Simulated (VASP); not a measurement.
# InP (I4mm) in VASP: notebook, part 2 of 2

VASP 6.6.1.

## Step 3: Single point, PBE (mode 4 frozen in at -0.281 Å, normal strain along x -0.0233)

INCAR

```
PREC = Accurate ; ENCUT = 520
EDIFF = 1E-7 ; ISMEAR = 0
SIGMA = 0.15 ; LREAL = F
LASPH = T ; NELM = 100
ALGO = Normal ; ISIF = 2
LWAVE = F ; LCHARG = T
GGA = PE ; LELF = T
LVHAR = T ; NBANDS = 16
```

KPOINTS

```
regular mesh
0
Gamma
  14 14 14
```

POSCAR

```
InP
1.0
    0.0000000000      2.7701982124      2.7701982124
    2.7056525941      0.0000000000      2.7701982124
    2.7056525941      2.7701982124      0.0000000000
In P
1 1
Direct
   -0.0136966031      0.0136966031      0.0136966031
    0.5507725402      0.4492274598      0.4492274598
```

Potentials or basis: VASP PAW PBE potentials, release 64 (In_d, P).

On the command line:

```bash
cat potpaw_PBE.64/In_d/POTCAR potpaw_PBE.64/P/POTCAR > POTCAR
mpirun -np 1 vasp_std > vasp.out
```

OUTCAR:

```text
PREC = Accurate
   ENCUT = 520
   EDIFF = 1E-7
   ISMEAR = 0
   LREAL = F
   LASPH = T
   NELM = 100
   ISIF = 2
   GGA = PE

 ion  position               nearest neighbor table
   1  0.986  0.014  0.014-   2 2.36   2 2.79   2 2.79   2 2.79   2 2.79   2 3.05
   2  0.551  0.449  0.449-   1 2.36   1 2.79   1 2.79   1 2.79   1 2.79   1 3.05

  LATTYP: Found a body centered tetragonal cell.
 ALAT       =     3.9176518824
 C/A-ratio  =     1.3812623864

  Lattice vectors:

 A1 = (  -2.7056525941,   0.0000000000,  -2.7701982124)
 A2 = (  -2.7056525941,   0.0000000000,   2.7701982124)
 A3 = (   2.7056525941,   2.7701982124,   0.0000000000)

Analysis of symmetry for initial positions (statically):
=====================================================================
 Subroutine PRICEL returns:
 Original cell was already a primitive cell.

 Routine SETGRP: Setting up the symmetry group for a
 body centered tetragonal supercell.

 Subroutine GETGRP returns: Found  8 space group operations
 (whereof  8 operations were pure point group operations)
 out of a pool of 16 trial point group operations.

[... 157 lines left out ...]
  ext. energy  EPLUGINS =         0.00000000
  ---------------------------------------------------
  free energy    TOTEN  =        -7.61326690 eV

  energy without entropy =       -7.59930689  energy(sigma->0) =       -7.60628690

 E-fermi :   7.2551     XC(G=0): -10.4707

 val. band max:        7.2525825402   @ k =  -0.2143   0.3571   0.3571
 cond. band min:       7.2593306702   @ k =   0.3571   0.0000   0.0000
 fundamental gap:      0.0067481300
 Fermi energy:         7.2550841259

 k-point     1 :       0.0000    0.0000    0.0000
  band No.  band energies     occupation
      1      -7.1468      2.00000
      2      -7.0085      2.00000
      3      -7.0085      2.00000
      4      -6.9728      2.00000
      5      -6.9511      2.00000
      6      -4.9158      2.00000
[... 433 lines left out ...]
      3      -7.0085      2.00000
      4      -6.9466      2.00000
      5      -6.9121      2.00000
      6      -3.9530      2.00000
[... 8 lines left out ...]
     15      17.3756      0.00000
     16      17.6335      0.00000

 [... further k-points ...]
[... 5 lines left out ...]
  --------------------------------------------------------------------------------------
  -------------------------------------------------------------------------------------
  Total        5.4550696     -0.1380703     -0.1380703      0.0000000      0.0000000     -0.0000000
  in kB      210.4685252     -5.3270532     -5.3270532      0.0000000      0.0000000     -0.0000000
  external PRESSURE =      66.6048063 kB  Pullay stress =       0.0000000 kB

 VOLUME and BASIS-vectors are now :
 -----------------------------------------------------------------------------
  energy-cutoff  :      520.00
  volume of cell :       41.53
      direct lattice vectors                 reciprocal lattice vectors
     0.000000000  2.770198212  2.770198212    -0.184798300  0.180492500  0.180492500
     2.705652594  0.000000000  2.770198212     0.184798300 -0.180492500  0.180492500
     2.705652594  2.770198212  0.000000000     0.184798300  0.180492500 -0.180492500

 POSITION                                       TOTAL-FORCE (eV/Angst)
 -----------------------------------------------------------------------------------
      0.07412      2.77020      2.77020        -2.122659      0.000000      0.000000
      2.43091      2.77020      2.77020         2.122659      0.000000      0.000000
 -----------------------------------------------------------------------------------
    total drift:                                0.000224     -0.000000     -0.000000

  FREE ENERGIE OF THE ION-ELECTRON SYSTEM (eV)
  ---------------------------------------------------
  free  energy   TOTEN  =        -7.6132668991 eV

  energy  without entropy=       -7.5993068909  energy(sigma->0) =       -7.60628690
```

stdout:

```text
POSCAR found type information on POSCAR InP
 POSCAR found :  2 types and       2 ions
 scaLAPACK will be used
 LDA part: xc-table for (Slater+PW92), standard interpolation
 POSCAR, INCAR and KPOINTS ok, starting setup
 FFT: planning ... GRIDC
 FFT: planning ... GRID_SOFT
 FFT: planning ... GRID
 WAVECAR not read
 entering main loop
```

Wall time 2.1 min (1 thread of Intel Xeon 6975P-C (Granite Rapids), shared host); peak memory 0.29 GiB.

Results:

```
Free energy            : -7.6133 eV
Pressure               : 6.7 GPa
Largest force          : 2.123 eV/Å
Band gap on the k mesh : zero (band 9 reaches 7.59 eV, above the bottom of band 10 at 5.19 eV)
```

Forces on the atoms (eV/Å):
```
In  -2.123  0.000  0.000
P    2.123  0.000  0.000
```

Stress tensor (GPa, compression positive):
```
21.05  0.00  0.00
 0.00 -0.53  0.00
 0.00  0.00 -0.53
```

Levels at points of the mesh, in eV from the Fermi level:
| k point | band 5 | band 6 | band 7 | band 8 | band 9 | band 10 | band 11 | band 12 | band 13 | band 14 |
| --- | --- | --- | --- | --- | --- | --- | --- | --- | --- | --- |
| (0.00, 0.00, 0.00) | -14.21 | -12.17 | -0.45 | -0.02 | -0.02 | 0.78 | 6.31 | 6.31 | 7.18 | 8.99 |
| (0.50, 0.00, 0.00) | -14.15 | -10.02 | -6.65 | -0.08 | 0.05 | 2.54 | 3.48 | 4.15 | 5.43 | 10.92 |
| (0.50, 0.50, 0.00) | -14.10 | -9.02 | -5.03 | -2.79 | -1.99 | -1.89 | 3.49 | 10.07 | 10.36 | 11.04 |
| (0.00, 0.50, 0.50) | -14.13 | -8.65 | -5.52 | -2.43 | -2.43 | -2.06 | 3.78 | 10.13 | 10.13 | 10.77 |

Caveat: the cell differs from its parent crystal (mode 4 frozen in at -0.281 Å, normal strain along x -0.0233); spin-orbit coupling is left out, which moves the levels of the heavy elements; forces of over 1 eV/Å act on the atoms, so gaps and moduli don't describe the material at rest.
